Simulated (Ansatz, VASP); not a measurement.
Be: VASP beside Ansatz

```
CELL_PARAMETERS angstrom
2.29950 0.00000 0.00000
-1.14975 1.99143 0.00000
0.00000 0.00000 3.60090
ATOMIC_POSITIONS crystal
Be 0.18269 0.36538 0.08337
Be 0.66667 0.33333 0.75000
```

Alike in both runs: task single point; functional PBEsol; k mesh 24 × 24 × 14; occupations gaussian, width 0.15 eV; no spin polarisation.

|  | VASP | Ansatz |
| --- | --- | --- |
| version | VASP 6.6.1 | Ansatz 0.2.0 |
| potentials or method | VASP PAW PBE potentials, release 64 (Be), cutoff 520 eV | scalar-relativistic, plane waves, PAW |
| valence electrons in the cell | 4 | 4 |

|  | VASP | Ansatz | Ansatz less VASP |
| --- | --- | --- | --- |
| gap on the k mesh at the Fermi level (eV) | none | none | - |
| rms of the force components (eV/Å) | 4.063 | 4.022 | -0.0411 |

VASP's potentials were made for PBE, not for PBEsol. Atom by atom the forces differ by 0.041 eV/Å (rms over components). A gap of «none» marks a metal or a gap that the smearing closes. With one functional, cell and mesh, what is left measures potentials, basis and numerics.
